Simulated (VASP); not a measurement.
# HPt (P6_3/mmc) in VASP: further runs

HPt is run at these levels: PBE; tasks: single point, relaxation of cell and atoms.

Everything below comes from runs of VASP 6.6.1. Logs are shortened: lines on timing, memory, paths and dates and some standing lists are left out, and cuts for length are marked.

## 1. The cell of the first run

It takes space group P6_3/mmc (No. 194, hexagonal). Conventional cell: a = 2.905 Å, b = 2.905 Å, c = 5.059 Å, α = 90.00°, β = 90.00°, γ = 120.00°. Within 3.1 Å of Pt (site symmetry -6m2) lie 6 H at 2.10 Å and 12 Pt at 2.91 to 3.04 Å. Within 3.0 Å of H (site symmetry -3m) lie 6 Pt at 2.10 Å and 8 H at 2.53 to 2.91 Å.

## 2. Single point, PBE

INCAR reads:

```
ALGO = Normal
EDIFF = 1E-7
ENCUT = 520
GGA = PE
ISIF = 2
ISMEAR = 0
LASPH = T
LCHARG = T
LELF = T
LREAL = F
LVHAR = T
LWAVE = F
NBANDS = 19
NELM = 60
PREC = Accurate
SIGMA = 0.1
```

KPOINTS reads:

```
k-points
0
Gamma
  12 12 8
```

POSCAR reads:

```
HPt
1.0
    2.9050644664      0.0000000000      0.0000000000
   -1.4525322332      2.5158596275      0.0000000000
    0.0000000000      0.0000000000      5.0590954784
Pt H
2 2
Direct
    0.6666666667      0.3333333333      0.7500000000
    0.3333333333      0.6666666667      0.2500000000
    0.0000000000      0.0000000000      0.0000000000
    1.0000000000      1.0000000000      0.5000000000
```

Potentials or basis: VASP PAW PBE potentials, release 64 (Pt, H).

Run with:

```sh
cat potpaw_PBE.64/Pt/POTCAR potpaw_PBE.64/H/POTCAR > POTCAR
mpirun -np 1 vasp_std > vasp.out
```

OUTCAR:

```text
EDIFF = 1E-7
   ENCUT = 520
   GGA = PE
   ISIF = 2
   ISMEAR = 0
   LASPH = T
   LREAL = F
   NELM = 60
   PREC = Accurate

 ion  position               nearest neighbor table
   1  0.667  0.333  0.750-   3 2.10   4 2.10   3 2.10   4 2.10   3 2.10   4 2.10   2 3.04   2 3.04
                             2 3.04   2 3.04   2 3.04   2 3.04
   2  0.333  0.667  0.250-   3 2.10   4 2.10   3 2.10   4 2.10   3 2.10   4 2.10   1 3.04   1 3.04
                             1 3.04   1 3.04   1 3.04   1 3.04
   3  0.000  0.000  0.000-   1 2.10   2 2.10   2 2.10   1 2.10   1 2.10   2 2.10
   4  0.000  0.000  0.500-   1 2.10   2 2.10   2 2.10   1 2.10   1 2.10   2 2.10

  LATTYP: Found a hexagonal cell.
 ALAT       =     2.9050644664
 C/A-ratio  =     1.7414744275

  Lattice vectors:

 A1 = (   2.9050644664,   0.0000000000,   0.0000000000)
 A2 = (  -1.4525322332,   2.5158596275,   0.0000000000)
 A3 = (   0.0000000000,   0.0000000000,   5.0590954784)

Analysis of symmetry for initial positions (statically):
=====================================================================
 Subroutine PRICEL returns:
 Original cell was already a primitive cell.

 Routine SETGRP: Setting up the symmetry group for a
 hexagonal supercell.

 Subroutine GETGRP returns: Found 24 space group operations
 (whereof 12 operations were pure point group operations)
 out of a pool of 24 trial point group operations.

The static configuration has the point symmetry D_3d.
 The point group associated with its full space group is D_6h.

Analysis of symmetry for dynamics (positions and initial velocities):
=====================================================================
 Subroutine PRICEL returns:
 Original cell was already a primitive cell.

 Routine SETGRP: Setting up the symmetry group for a
 hexagonal supercell.

 Subroutine GETGRP returns: Found 24 space group operations
 (whereof 12 operations were pure point group operations)
 out of a pool of 24 trial point group operations.

The dynamic configuration has the point symmetry D_3d.
 The point group associated with its full space group is D_6h.

 Subroutine INISYM returns: Found 24 space group operations
 (whereof 12 operations are pure point group operations),
 and found     1 'primitive' translations

----------------------------------------------------------------------------------------

                                     Primitive cell
[... 89 lines left out ...]
   ISPIN  =      1    spin polarized calculation?
   LNONCOLLINEAR =      F non collinear calculations
   LSORBIT =      F    spin-orbit coupling
   LASPH  =      T    aspherical Exc in radial PAW
   ENCUT  =  520.0 eV  38.22 Ry    6.18 a.u.   5.40  5.40  9.41*2*pi/ulx,y,z
   NELM   =     60;   NELMIN=  2; NELMDL= -5     # of ELM steps
   EDIFF  = 0.1E-06   stopping-criterion for ELM
   LREAL  =      F    real-space projection
   EDIFFG = 0.1E-05   stopping-criterion for IOM
   NSW    =      0    number of steps for IOM
   IBRION =     -1    ionic relax: 0-MD 1-quasi-New 2-CG
   NFREE  =      0    steps in history (QN), initial steepest desc. (CG)
   ISIF   =      2    stress and relaxation
   ISYM   =      2    0-nonsym 1-usesym 2-fastsym
   POTIM  = 0.5000    time-step for ionic-motion
   TEBEG  =    0.0;   TEEND  =   0.0 temperature during run
   PSTRESS=    0.0 pullay stress
   NELECT =      22.0000    total number of electrons
   NUPDOWN=      -1.0000    fix difference up-down
   EMIN   =  10.00;   EMAX   =-10.00  energy-range for DOS
   EFERMI =   0.00;   METHOD = LEGACY
   ISMEAR =     0;   SIGMA  =   0.10  broadening in eV -4-tet -1-fermi 0-gaus
   EFERMI_NEDOS =   21; number of points for ismear=-14 and -15
   IALGO  =     38    algorithm
   IMIX   =      4    mixing-type and parameters
     AMIX     =   0.40;   BMIX     =  1.00
     AMIX_MAG =   1.60;   BMIX_MAG =  1.00
  volume/ion in A,a.u.               =       9.24        62.38
  Fermi-wavevector in a.u.,A,eV,Ry     =   1.376926  2.602013 25.795641  1.895926
  Thomas-Fermi vector in A             =   2.502126
   LORBIT       =      0    0 simple, 1 ext, 2 COOP (PROOUT), +10 PAW based schemes
   GGA     = PE    functional components
   LHFCALC =     F    Hartree Fock is set to
   AEXX    =    0.0000 exact exchange contribution
   IVDW    =     0    specifies the selected vdW correction
   LEPSILON=     F    determine dielectric tensor
   LRPA    =     F    only Hartree local field effects (RPA)
 non-spin polarized calculation
 Gauss-broadening in eV      SIGMA  =   0.10
  energy-cutoff  :      520.00
  volume of cell :       36.98
 maximum number of plane-waves:      1021
 NGX is ok and might be reduce to    24
   NGX = 11   NGY = 11   NGZ = 19

 number of electron      22.0000000 magnetization

 Free energy of the ion-electron system (eV)
  ---------------------------------------------------
  ext. energy  EPLUGINS =         0.00000000
  ---------------------------------------------------
  free energy    TOTEN  =       -17.98076242 eV

  energy without entropy =      -17.97643046  energy(sigma->0) =      -17.97859644

 E-fermi :   9.7738     XC(G=0): -12.9253

 val. band max:        9.7466178132   @ k =   0.3333   0.0833   0.3750
 cond. band min:       9.8472858336   @ k =   0.5000  -0.0000   0.1250
 fundamental gap:      0.1006680204
 Fermi energy:         9.7738002382

 k-point     1 :       0.0000    0.0000    0.0000
  band No.  band energies     occupation
      1      -2.1707      2.00000
      2       2.7889      2.00000
      3       3.4410      2.00000
      4       5.7770      2.00000
      5       6.1640      2.00000
      6       6.1640      2.00000
[... 505 lines left out ...]
      6       6.3305      2.00000
[... 11 lines left out ...]
     18      21.8380      0.00000
     19      24.9298      0.00000

 [... further k-points ...]
[... 5 lines left out ...]
  --------------------------------------------------------------------------------------
  -------------------------------------------------------------------------------------
  Total       -0.0792841     -0.0792841     -0.0809489      0.0000000      0.0000000     -0.0000000
  in kB       -3.4354341     -3.4354341     -3.5075732      0.0000000      0.0000000     -0.0000000
  external PRESSURE =      -3.4594805 kB  Pullay stress =       0.0000000 kB

 VOLUME and BASIS-vectors are now :
 -----------------------------------------------------------------------------
  energy-cutoff  :      520.00
  volume of cell :       36.98
      direct lattice vectors                 reciprocal lattice vectors
     2.905064466  0.000000000  0.000000000     0.344226440  0.198739228  0.000000000
    -1.452532233  2.515859627  0.000000000     0.000000000  0.397478456  0.000000000
     0.000000000  0.000000000  5.059095478     0.000000000  0.000000000  0.197663793

 POSITION                                       TOTAL-FORCE (eV/Angst)
 -----------------------------------------------------------------------------------
      1.45253      0.83862      3.79432         0.000000      0.000000      0.000000
     -0.00000      1.67724      1.26477         0.000000     -0.000000      0.000000
      0.00000      0.00000      0.00000        -0.000000     -0.000000      0.000000
      0.00000      0.00000      2.52955        -0.000000     -0.000000      0.000000
 -----------------------------------------------------------------------------------
    total drift:                               -0.000000      0.000000     -0.000000

  FREE ENERGIE OF THE ION-ELECTRON SYSTEM (eV)
  ---------------------------------------------------
  free  energy   TOTEN  =       -17.9807624237 eV

  energy  without entropy=      -17.9764304649  energy(sigma->0) =      -17.97859644
```

It took 32 s on 1 thread of AMD EPYC 9R45 (Zen 5), shared host; peak memory 0.17 GiB.

What came out:

```yaml
Free_energy: -17.9808 eV
Pressure: -0.3 GPa
Band_gap_on_the_k_mesh: zero (bands 11 and 12 overlap by 4.55 eV)
```

Caveat: spin-orbit coupling is left out, which moves the levels of the heavy elements.

## 3. Relaxation of cell and atoms, PBE

INCAR reads:

```
PREC     = Accurate       # precision mode
ENCUT    = 600            # plane-wave cutoff, eV
EDIFF    = 1E-6           # SCF threshold, eV
ISMEAR   = 0              # smearing method
SIGMA    = 0.1            # smearing width, eV
LREAL    = False          # projectors in reciprocal space
LASPH    = True           # aspherical terms in the spheres
NELM     = 60             # most SCF steps
ALGO     = Normal         # electronic algorithm
ISIF     = 3              # what is computed and relaxed
LWAVE    = False          # write WAVECAR
LCHARG   = False          # write CHGCAR
GGA      = PE             # functional
IBRION   = 2              # ionic algorithm
NSW      = 90             # ionic steps
EDIFFG   = -0.025         # ionic threshold
```

KPOINTS reads:

```
Automatic mesh
0
Gamma
  12 12 8
```

POSCAR reads:

```
HPt
1.0
    2.9137314934      0.0000000000      0.0000000000
   -1.4568657467      2.5233654931      0.0000000000
    0.0000000000      0.0000000000      5.0342312465
Pt H
2 2
Direct
    0.6666666667      0.3333333333      0.7500000000
    0.3333333333      0.6666666667      0.2500000000
    0.0000000000      0.0000000000      0.0000000000
    1.0000000000      1.0000000000      0.5000000000
```

Potentials or basis: VASP PAW PBE potentials, release 64 (Pt, H).

Run with:

```sh
cat potpaw_PBE.64/Pt/POTCAR potpaw_PBE.64/H/POTCAR > POTCAR
mpirun -np 1 vasp_std > vasp.out
```

OUTCAR:

```text
PREC = Accurate
   ENCUT = 600
   EDIFF = 1E-6
   ISMEAR = 0
   LREAL = False
   LASPH = True
   NELM = 60
   ISIF = 3
   GGA = PE
   IBRION = 2
   NSW = 90
   EDIFFG = -0.025

 ion  position               nearest neighbor table
   1  0.667  0.333  0.750-   3 2.10   4 2.10   3 2.10   4 2.10   3 2.10   4 2.10   2 3.03   2 3.03
                             2 3.03   2 3.03   2 3.03   2 3.03
   2  0.333  0.667  0.250-   3 2.10   4 2.10   3 2.10   4 2.10   3 2.10   4 2.10   1 3.03   1 3.03
                             1 3.03   1 3.03   1 3.03   1 3.03
   3  0.000  0.000  0.000-   1 2.10   2 2.10   1 2.10   2 2.10   1 2.10   2 2.10
   4  0.000  0.000  0.500-   1 2.10   2 2.10   1 2.10   2 2.10   1 2.10   2 2.10

  LATTYP: Found a hexagonal cell.
 ALAT       =     2.9137314934
 C/A-ratio  =     1.7277608654

  Lattice vectors:

 A1 = (   2.9137314934,   0.0000000000,   0.0000000000)
 A2 = (  -1.4568657467,   2.5233654931,   0.0000000000)
 A3 = (   0.0000000000,   0.0000000000,   5.0342312465)

Analysis of symmetry for initial positions (statically):
=====================================================================
 Subroutine PRICEL returns:
 Original cell was already a primitive cell.

 Routine SETGRP: Setting up the symmetry group for a
 hexagonal supercell.

 Subroutine GETGRP returns: Found 24 space group operations
 (whereof 12 operations were pure point group operations)
 out of a pool of 24 trial point group operations.

The static configuration has the point symmetry D_3d.
 The point group associated with its full space group is D_6h.

Analysis of symmetry for dynamics (positions and initial velocities):
=====================================================================
 Subroutine PRICEL returns:
 Original cell was already a primitive cell.

 Routine SETGRP: Setting up the symmetry group for a
 hexagonal supercell.

 Subroutine GETGRP returns: Found 24 space group operations
 (whereof 12 operations were pure point group operations)
 out of a pool of 24 trial point group operations.
[... 143 lines left out ...]
 NGX is ok and might be reduce to    24
   NGX = 11   NGY = 11   NGZ = 21

--------------------------------------- Ionic step        1  -------------------------------------------

 number of electron      22.0000000 magnetization

 Free energy of the ion-electron system (eV)
  ---------------------------------------------------
  ext. energy  EPLUGINS =         0.00000000
  ---------------------------------------------------
  free energy    TOTEN  =       -17.98110010 eV

  energy without entropy =      -17.97663756  energy(sigma->0) =      -17.97886883

------------------------ aborting loop because EDIFF is reached ----------------------------------------

  FORCE on cell =-STRESS in cart. coord.  units (eV):
  Direction    XX          YY          ZZ          XY          YZ          ZX
  --------------------------------------------------------------------------------------
  -------------------------------------------------------------------------------------
  Total       -0.1864918     -0.1864918      0.0057440      0.0000000      0.0000000      0.0000000
  in kB       -8.0724898     -8.0724898      0.2486367      0.0000000      0.0000000      0.0000000
  external PRESSURE =      -5.2987810 kB  Pullay stress =       0.0000000 kB
[... 101 lines left out ...]
--------------------------------------- Ionic step        4  -------------------------------------------

 number of electron      22.0000001 magnetization

 Free energy of the ion-electron system (eV)
  ---------------------------------------------------
  ext. energy  EPLUGINS =         0.00000000
  ---------------------------------------------------
  free energy    TOTEN  =       -17.98160268 eV

  energy without entropy =      -17.97723349  energy(sigma->0) =      -17.97941808

 E-fermi :   9.8085     XC(G=0): -12.9353

 val. band max:        9.7851553116   @ k =   0.2500   0.0000   0.2500
 cond. band min:       9.8812215899   @ k =   0.5000   0.0000   0.1250
 fundamental gap:      0.0960662783
 Fermi energy:         9.8084830168

 k-point     1 :       0.0000    0.0000    0.0000
  band No.  band energies     occupation
      1      -2.1633      2.00000
      2       2.8168      2.00000
      3       3.4802      2.00000
      4       5.8225      2.00000
      5       6.1831      2.00000
      6       6.1831      2.00000
      7       6.6021      2.00000
      8       6.6021      2.00000
      9       7.4676      2.00000
     10       7.4676      2.00000
     11       8.6450      2.00000
     12       8.6450      2.00000
     13      12.2819      0.00000
     14      16.4983      0.00000
[... 401 lines left out ...]
      2       2.0152      2.00000
      3       3.9519      2.00000
      4       5.1631      2.00000
      5       5.9529      2.00000
      6       6.3587      2.00000
      7       6.5283      2.00000
      8       8.0745      2.00000
      9       8.3159      2.00000
     10       8.4800      2.00000
     11       8.8904      2.00000
     12      11.2881      0.00000
     13      13.0478      0.00000
     14      14.6183      0.00000
     15      17.0274      0.00000

 [... further k-points ...]
[... 5 lines left out ...]
  --------------------------------------------------------------------------------------
  -------------------------------------------------------------------------------------
  Total       -0.0022581     -0.0022581      0.0824433      0.0000000      0.0000000      0.0000000
  in kB       -0.0980200     -0.0980200      3.5786953      0.0000000      0.0000000      0.0000000
  external PRESSURE =       1.1275518 kB  Pullay stress =       0.0000000 kB
[... 19 lines left out ...]
  FREE ENERGIE OF THE ION-ELECTRON SYSTEM (eV)
  ---------------------------------------------------
  free  energy   TOTEN  =       -17.9816026784 eV

  energy  without entropy=      -17.9772334910  energy(sigma->0) =      -17.97941808

 reached required accuracy - stopping structural energy minimisation
```

OSZICAR:

```text
N       E                     dE             d eps       ncg     rms          rms(c)
DAV:   1     0.114481198102E+03    0.11448E+03   -0.12072E+04  2858   0.154E+03
DAV:   2    -0.159649676905E+02   -0.13045E+03   -0.12490E+03  3347   0.280E+02
DAV:   3    -0.185783847968E+02   -0.26134E+01   -0.25666E+01  3285   0.410E+01
DAV:   4    -0.185960719616E+02   -0.17687E-01   -0.17683E-01  3334   0.329E+00
[... 23 lines left out ...]
DAV:   1    -0.179820524541E+02   -0.64095E-03   -0.25794E-02  2899   0.128E+00    0.106E-01
DAV:   2    -0.179817003226E+02    0.35213E-03   -0.41488E-04  3151   0.177E-01    0.478E-02
DAV:   3    -0.179816045987E+02    0.95724E-04   -0.18977E-04  3165   0.102E-01    0.131E-02
DAV:   4    -0.179816027946E+02    0.18041E-05   -0.10315E-05  3263   0.258E-02    0.556E-03
DAV:   5    -0.179816026784E+02    0.11620E-06   -0.65009E-07  1439   0.684E-03
   4 F= -.17981603E+02 E0= -.17979418E+02  d E =-.191222E-03
```

It took 59 s on 1 thread of AMD EPYC 9R45 (Zen 5), shared host; peak memory 0.18 GiB.

Results:

```
Free energy                           : -17.9816 eV
Relaxed volume                        : 9.23 Å³/atom
Relaxed cell                          : a = 2.907 Å, b = 2.907 Å, c = 5.043 Å, α = 90.00°, β = 90.00°, γ = 120.00°
Space group after relaxing (to 0.1 Å) : P6_3/mmc (No. 194)
Energy gained by relaxing             : 0.1 meV/atom
Ionic steps                           : 4
Pressure after relaxing               : 0.1 GPa
Band gap on the k mesh                : zero (bands 11 and 12 overlap by 4.57 eV)
```

The path:
```tsv
step	energy change (eV)	largest force (eV/Å)	pressure (GPa)	volume (Å³)
1	0.0000	0.0000	-0.53	37.01
2	-0.0003	0.0000	0.53	36.85
3	-0.0003	0.0000	0.20	36.89
4	-0.0005	0.0000	0.11	36.91
```

Final structure:
```
Pt H
1.0
     2.90716    0.00000    0.00000
    -1.45358    2.51767    0.00000
     0.00000    0.00000    5.04282
Pt H
2 2
Direct
  0.66667 0.33333 0.75000
  0.33333 0.66667 0.25000
  0.00000 0.00000 0.00000
  0.00000 0.00000 0.50000
```

Caveat: spin-orbit coupling is left out, which moves the levels of the heavy elements.

The gap in the log of VASP goes by the Fermi energy; the results here count the filled bands.